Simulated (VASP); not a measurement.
# Y (P6_3/mmc) in VASP: notebook

Runs on Y. Level: PBEsol. Tasks: relaxation of cell and atoms.

Program: VASP 6.6.1. These are calculated values, not measurements. Logs are shortened: lines on timing, memory, paths and dates and some standing lists are left out, and cuts for length are marked.

## (1) The cell of the first run

The structure is hexagonal, space group P6_3/mmc (No. 194). Conventional cell: a = 3.647 Å, b = 3.647 Å, c = 5.731 Å, α = 90.00°, β = 90.00°, γ = 120.00°. Y (site symmetry -6m2) has 12 Y at 3.56 to 3.65 Å within 4.7 Å.

## (2) Relaxation of cell and atoms, PBEsol

INCAR reads:

```
PREC = Accurate ; ENCUT = 600
EDIFF = 1E-6 ; ISMEAR = -1
SIGMA = 0.05 ; LREAL = False
LASPH = True ; NELM = 100
ALGO = Normal ; ISIF = 3
LWAVE = False ; LCHARG = False
GGA = PS ; IBRION = 2
NSW = 80 ; EDIFFG = -0.02
```

KPOINTS reads:

```
Automatic mesh
0
Gamma
  8 8 5
```

POSCAR reads:

```
Y
1.0
    3.6474000000      0.0000000000      0.0000000000
   -1.8237000000      3.1587410578      0.0000000000
    0.0000000000      0.0000000000      5.7306000000
Y
2
Direct
    0.6666666667      0.3333333333      0.7500000000
    0.3333333333      0.6666666667      0.2500000000
```

Potentials or basis: VASP PAW PBE potentials, release 64 (Y_sv).

Command:

```sh
$ cat potpaw_PBE.64/Y_sv/POTCAR > POTCAR
$ mpirun -np 1 vasp_std > vasp.out
```

OUTCAR:

```text
PREC = Accurate
   ENCUT = 600
   EDIFF = 1E-6
   ISMEAR = -1
   LREAL = False
   LASPH = True
   NELM = 100
   ISIF = 3
   GGA = PS
   IBRION = 2
   NSW = 80
   EDIFFG = -0.02

 ion  position               nearest neighbor table
   1  0.667  0.333  0.750-   2 3.56   2 3.56   2 3.56   2 3.56   2 3.56   2 3.56
   2  0.333  0.667  0.250-   1 3.56   1 3.56   1 3.56   1 3.56   1 3.56   1 3.56

  LATTYP: Found a hexagonal cell.
 ALAT       =     3.6474000000
 C/A-ratio  =     1.5711465702

  Lattice vectors:

 A1 = (   3.6474000000,   0.0000000000,   0.0000000000)
 A2 = (  -1.8237000000,   3.1587410578,   0.0000000000)
 A3 = (   0.0000000000,   0.0000000000,   5.7306000000)

Analysis of symmetry for initial positions (statically):
=====================================================================
 Subroutine PRICEL returns:
 Original cell was already a primitive cell.

 Routine SETGRP: Setting up the symmetry group for a
 hexagonal supercell.

 Subroutine GETGRP returns: Found 24 space group operations
 (whereof 12 operations were pure point group operations)
 out of a pool of 24 trial point group operations.

The static configuration has the point symmetry D_3d.
 The point group associated with its full space group is D_6h.

Analysis of symmetry for dynamics (positions and initial velocities):
=====================================================================
 Subroutine PRICEL returns:
 Original cell was already a primitive cell.

 Routine SETGRP: Setting up the symmetry group for a
 hexagonal supercell.

 Subroutine GETGRP returns: Found 24 space group operations
 (whereof 12 operations were pure point group operations)
 out of a pool of 24 trial point group operations.

The dynamic configuration has the point symmetry D_3d.
 The point group associated with its full space group is D_6h.

 Subroutine INISYM returns: Found 24 space group operations
 (whereof 12 operations are pure point group operations),
 and found     1 'primitive' translations

----------------------------------------------------------------------------------------

                                     Primitive cell

  volume of cell :      66.0233

  direct lattice vectors                    reciprocal lattice vectors
     3.647400000  0.000000000  0.000000000     0.274167900  0.158290911  0.000000000
    -1.823700000  3.158741058  0.000000000     0.000000000  0.316581822  0.000000000
     0.000000000  0.000000000  5.730600000     0.000000000  0.000000000  0.174501797

  length of vectors
     3.647400000  3.647400000  5.730600000     0.316581822  0.316581822  0.174501797

  position of ions in fractional coordinates (direct lattice)
[... 98 lines left out ...]
     AMIX     =   0.40;   BMIX     =  1.00
     AMIX_MAG =   1.60;   BMIX_MAG =  1.00
  volume/ion in A,a.u.               =      33.01       222.77
  Fermi-wavevector in a.u.,A,eV,Ry     =   1.134967  2.144777 17.526345  1.288150
  Thomas-Fermi vector in A             =   2.271671
   LORBIT       =      0    0 simple, 1 ext, 2 COOP (PROOUT), +10 PAW based schemes
   GGA     = PS    functional components
   LHFCALC =     F    Hartree Fock is set to
   AEXX    =    0.0000 exact exchange contribution
   IVDW    =     0    specifies the selected vdW correction
   LEPSILON=     F    determine dielectric tensor
   LRPA    =     F    only Hartree local field effects (RPA)
 conjugate gradient relaxation of ions
 non-spin polarized calculation
  energy-cutoff  :      600.00
  volume of cell :       66.02
 maximum number of plane-waves:      2243
 NGX is ok and might be reduce to    30
   NGX = 15   NGY = 15   NGZ = 23

--------------------------------------- Ionic step        1  -------------------------------------------

 number of electron      22.0000002 magnetization

 Free energy of the ion-electron system (eV)
  ---------------------------------------------------
  ext. energy  EPLUGINS =         0.00000000
  ---------------------------------------------------
  free energy    TOTEN  =       -13.62077891 eV

  energy without entropy =      -13.58042992  energy(sigma->0) =      -13.60060442

------------------------ aborting loop because EDIFF is reached ----------------------------------------

  FORCE on cell =-STRESS in cart. coord.  units (eV):
  Direction    XX          YY          ZZ          XY          YZ          ZX
  --------------------------------------------------------------------------------------
  -------------------------------------------------------------------------------------
  Total       -0.8165774     -0.8165774     -1.0065856      0.0000000      0.0000000      0.0000000
  in kB      -19.8157467    -19.8157467    -24.4266417      0.0000000      0.0000000      0.0000000
  external PRESSURE =     -21.3527117 kB  Pullay stress =       0.0000000 kB
[... 59 lines left out ...]
--------------------------------------- Ionic step        3  -------------------------------------------

 number of electron      21.9999999 magnetization

 Free energy of the ion-electron system (eV)
  ---------------------------------------------------
  ext. energy  EPLUGINS =         0.00000000
  ---------------------------------------------------
  free energy    TOTEN  =       -13.64557336 eV

  energy without entropy =      -13.60568359  energy(sigma->0) =      -13.62562848

 E-fermi :   3.1130     XC(G=0):  -9.7316

 val. band max:        3.1102563327   @ k =   0.5000   0.0000   0.0000
 cond. band min:       3.1683857691   @ k =   0.2500   0.0000   0.4000
 fundamental gap:      0.0581294363
 Fermi energy:         3.1129660244

 k-point     1 :       0.0000    0.0000    0.0000
  band No.  band energies     occupation
      1     -39.3413      2.00000
      2     -39.2482      2.00000
      3     -19.7086      2.00000
      4     -19.1408      2.00000
      5     -19.1408      2.00000
      6     -19.0339      2.00000
      7     -19.0339      2.00000
      8     -18.9931      2.00000
      9      -1.6502      2.00000
     10       1.1851      2.00000
     11       4.2098      0.00000
     12       4.9095      0.00000
     13       4.9095      0.00000
     14       5.2538      0.00000
[... 401 lines left out ...]
      2     -39.2505      2.00000
      3     -19.6083      2.00000
      4     -19.5558      2.00000
      5     -19.2239      2.00000
      6     -19.2022      2.00000
      7     -19.1494      2.00000
      8     -19.1375      2.00000
      9       1.0909      2.00000
     10       1.5646      2.00000
     11       3.0012      1.80679
     12       3.3547      0.01578
     13       4.3930      0.00000
     14       4.6063      0.00000
     15       5.5394      0.00000

 [... further k-points ...]
[... 5 lines left out ...]
  --------------------------------------------------------------------------------------
  -------------------------------------------------------------------------------------
  Total        0.0163855      0.0163855     -0.0275849      0.0000000     -0.0000000      0.0000000
  in kB        0.4202720      0.4202720     -0.7075262      0.0000000     -0.0000000      0.0000000
  external PRESSURE =       0.0443393 kB  Pullay stress =       0.0000000 kB
[... 17 lines left out ...]
  FREE ENERGIE OF THE ION-ELECTRON SYSTEM (eV)
  ---------------------------------------------------
  free  energy   TOTEN  =       -13.6455733616 eV

  energy  without entropy=      -13.6056835929  energy(sigma->0) =      -13.62562848

 reached required accuracy - stopping structural energy minimisation
```

CONTCAR:

```text
Y
   1.00000000000000
     3.5854769527789623    0.0000000000000000    0.0000000000000000
    -1.7927384763894811    3.1051141258249717   -0.0000000000000000
     0.0000000000000000    0.0000000000000000    5.6106715163813350
  Y
     2
Direct
     0.6666666667000030    0.3333333332999970    0.7500000000000000
     0.3333333332999970    0.6666666667000030    0.2500000000000000

  0.00000000E+00  0.00000000E+00  0.00000000E+00
  0.00000000E+00  0.00000000E+00  0.00000000E+00
```

It took 69 s on 1 thread of Intel Xeon Platinum 8488C (Sapphire Rapids), shared host; peak memory 0.22 GiB.

What came out:

| Quantity | Value |
| --- | --- |
| Free energy | -13.6456 eV |
| Relaxed volume | 31.23 Å³/atom |
| Relaxed cell | a = 3.585 Å, b = 3.585 Å, c = 5.611 Å, α = 90.00°, β = 90.00°, γ = 120.00° |
| Space group after relaxing (to 0.05 Å) | P6_3/mmc (No. 194) |
| Energy gained by relaxing | 12.4 meV/atom |
| Ionic steps | 3 |
| Pressure after relaxing | 0.0 GPa |
| Band gap on the k mesh | zero (band 11 reaches 4.21 eV, above the bottom of band 12 at 2.72 eV) |

Stress tensor (GPa, compression positive):
```
 0.04  0.00  0.00
 0.00  0.04  0.00
 0.00  0.00 -0.07
```

Step by step:
```tsv
step	energy change (eV)	largest force (eV/Å)	pressure (GPa)	volume (Å³)
1	0.0000	0.0000	-2.14	66.02
2	-0.0241	0.0000	0.39	61.91
3	-0.0248	0.0000	0.00	62.47
```

Final structure:
```
CELL_PARAMETERS angstrom
3.58548 0.00000 0.00000
-1.79274 3.10511 0.00000
0.00000 0.00000 5.61067
ATOMIC_POSITIONS crystal
Y 0.66667 0.33333 0.75000
Y 0.33333 0.66667 0.25000
```

Levels at points of the mesh, in eV from the Fermi level:
```
           k point  band 7  band 8  band 9  band 10  band 11  band 12  band 13  band 14  band 15
(0.00, 0.00, 0.00)  -22.15  -22.11   -4.76    -1.93     1.10     1.80     1.80     2.14     2.45
(0.50, 0.00, 0.00)  -22.29  -22.21   -1.69    -1.27    -0.87     0.00     1.49     1.50     2.19
```

Caveat: the PAW data sets were made with another functional, which shifts forces and pressure a little.

## (3) Relaxation of cell and atoms, PBEsol, target pressure 5 GPa, at which the enthalpy is minimised

INCAR reads:

```
SYSTEM = Y
PREC     = Accurate       ! precision mode
ENCUT    = 600            ! plane-wave cutoff, eV
EDIFF    = 1E-6           ! SCF threshold, eV
ISMEAR   = -1             ! smearing method
SIGMA    = 0.05           ! smearing width, eV
LREAL    = .FALSE.        ! projectors in reciprocal space
LASPH    = .TRUE.         ! aspherical terms in the spheres
NELM     = 60             ! most SCF steps
ALGO     = Normal         ! electronic algorithm
ISIF     = 3              ! what is computed and relaxed
LWAVE    = .FALSE.        ! write WAVECAR
LCHARG   = .FALSE.        ! write CHGCAR
GGA      = PS             ! functional
IBRION   = 2              ! ionic algorithm
NSW      = 80             ! ionic steps
EDIFFG   = -0.02          ! ionic threshold
PSTRESS  = 50.0
```

KPOINTS reads:

```
Automatic mesh
0
G
  8 8 5
  0 0 0
```

POSCAR is that of step 2.

Potentials or basis: VASP PAW PBE potentials, release 64 (Y_sv).

Command:

```sh
$ cat potpaw_PBE.64/Y_sv/POTCAR > POTCAR
$ mpirun -np 1 vasp_std > vasp.out
```

It took 2.1 min on 1 thread of Intel Xeon Platinum 8488C (Sapphire Rapids), shared host; peak memory 0.23 GiB.

The run converged. Its results:

* Free energy: -13.5544 eV
* Relaxed volume: 28.10 Å³/atom
* Relaxed cell: a = 3.450 Å, b = 3.450 Å, c = 5.451 Å, α = 90.00°, β = 90.00°, γ = 120.00°
* Space group after relaxing (to 0.05 Å): P6_3/mmc (No. 194)
* Energy change on relaxing (the enthalpy is what falls): +33.2 meV/atom
* Ionic steps: 7
* Pressure after relaxing: 5.0 GPa
* Band gap on the k mesh: zero (band 11 reaches 5.09 eV, above the bottom of band 12 at 3.30 eV)

The path:
```csv
step,energy change (eV),largest force (eV/Å),pressure (GPa),volume (Å³)
1,0.0000,0.0000,-2.14,66.02
2,0.2042,0.0000,8.66,52.95
3,0.0661,0.0000,4.96,56.23
4,0.0720,0.0000,5.17,56.05
5,0.0645,0.0000,4.92,56.27
6,0.0623,0.0000,4.84,56.34
7,0.0664,0.0000,4.95,56.21
```

Final structure:
```cif
data_structure
_symmetry_space_group_name_H-M 'P 1'
_symmetry_Int_Tables_number 1
_cell_length_a 3.4504
_cell_length_b 3.4504
_cell_length_c 5.4514
_cell_angle_alpha 90.000
_cell_angle_beta 90.000
_cell_angle_gamma 120.000
_cell_volume 56.21
loop_
_atom_site_label
_atom_site_type_symbol
_atom_site_fract_x
_atom_site_fract_y
_atom_site_fract_z
_atom_site_occupancy
Y1 Y 0.66667 0.33333 0.75000 1
Y2 Y 0.33333 0.66667 0.25000 1
```

Levels at points of the mesh, in eV from the Fermi level:
| k point | band 7 | band 8 | band 9 | band 10 | band 11 | band 12 | band 13 | band 14 | band 15 |
| --- | --- | --- | --- | --- | --- | --- | --- | --- | --- |
| (0.00, 0.00, 0.00) | -21.80 | -21.76 | -4.90 | -2.11 | 1.43 | 1.89 | 1.89 | 2.19 | 2.62 |
| (0.50, 0.00, 0.00) | -22.01 | -21.90 | -1.71 | -1.50 | -1.07 | 0.26 | 1.59 | 1.65 | 2.38 |

Caveat: the cell is relaxed towards a set pressure, so the enthalpy falls and the energy may rise; the PAW data sets were made with another functional, which shifts forces and pressure a little.

(Part 1 of 2 ends here.)
